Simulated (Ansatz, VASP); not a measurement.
TaH: VASP beside Ansatz

File INCAR:

```
SYSTEM = TaH
PREC = Accurate
ENCUT = 600
EDIFF = 1E-6
ISMEAR = 0
SIGMA = 0.2
LREAL = .FALSE.
LASPH = .TRUE.
NELM = 100
ALGO = Normal
ISIF = 3
LWAVE = .FALSE.
LCHARG = .FALSE.
GGA = PE
IBRION = 2
NSW = 36
EDIFFG = -0.08
```

File KPOINTS:

```
regular mesh
0
G
  7 7 4
  0 0 0
```

The input POSCAR:

```
TaH
1.0
    3.0800000000      0.0000000000      0.0000000000
   -1.5400000000      2.6673582400      0.0000000000
    0.0000000000      0.0000000000      5.2000000000
Ta H
2 2
Direct
    0.3333333300      0.6666666700      0.2500000000
    0.6666666700      0.3333333300      0.7500000000
    0.0000000000      0.0000000000      0.5000000000
    0.0000000000      0.0000000000      0.0000000000
```

Input for Ansatz:

```yaml
crystal:
  lattice:
    - [3.08, 0.0, 0.0]
    - [-1.54, 2.66735824, 0.0]
    - [0.0, 0.0, 5.2]
  atoms:
    - { symbol: Ta, position: [0.33333333, 0.66666667, 0.25] }
    - { symbol: Ta, position: [0.66666667, 0.33333333, 0.75] }
    - { symbol: H, position: [0.0, 0.0, 0.5] }
    - { symbol: H, position: [0.0, 0.0, 0.0] }
basis:
  ecutwfc: 420
kpoints:
  mp_grid: { grid: [7, 7, 4] }
hamiltonian:
  xc: pbe
scf:
  occupations: { method: gaussian, width: 0.2 }
  lower_state_search: "off"
output:
  forces: true
  stress: true
  eigenvalues: true
relax:
  adjacent_minimum: "off"
  f_tol: 0.08
  max_steps: 16
  cell: { stress_tol: 0.8 }
```

Alike in both runs: task relaxation of cell and atoms; functional PBE; k mesh 7 × 7 × 4; occupations gaussian, width 0.2 eV; no spin polarisation.

```csv
,VASP,Ansatz
version,VASP 6.6.1,Ansatz 0.2.0
potentials or method,"VASP PAW PBE potentials, release 64 (Ta_pv, H), cutoff 600 eV","scalar-relativistic, plane waves, PAW"
valence electrons in the cell,24,28
```

Ansatz gave:

| Quantity | Value |
| --- | --- |
| gap on the k mesh at the Fermi level, each at its own relaxed structure (eV) | none |
| relaxed volume (Å³/atom) | 10.12 |
| relaxed length of the cell vector where the two differ most in proportion (Å) | 2.954 |

**Question.** What did VASP give for the same quantities?

**Answer.** gap on the k mesh at the Fermi level, each at its own relaxed structure (eV): none; relaxed volume (Å³/atom): 10.08; relaxed length of the cell vector where the two differ most in proportion (Å): 2.949.

A gap of «none» marks a metal or a gap that the smearing closes. VASP's potentials hold 24 valence electrons a cell and Ansatz's 28, so a difference there can come from the potentials and not from the codes.

Neither program's run includes spin-orbit coupling.
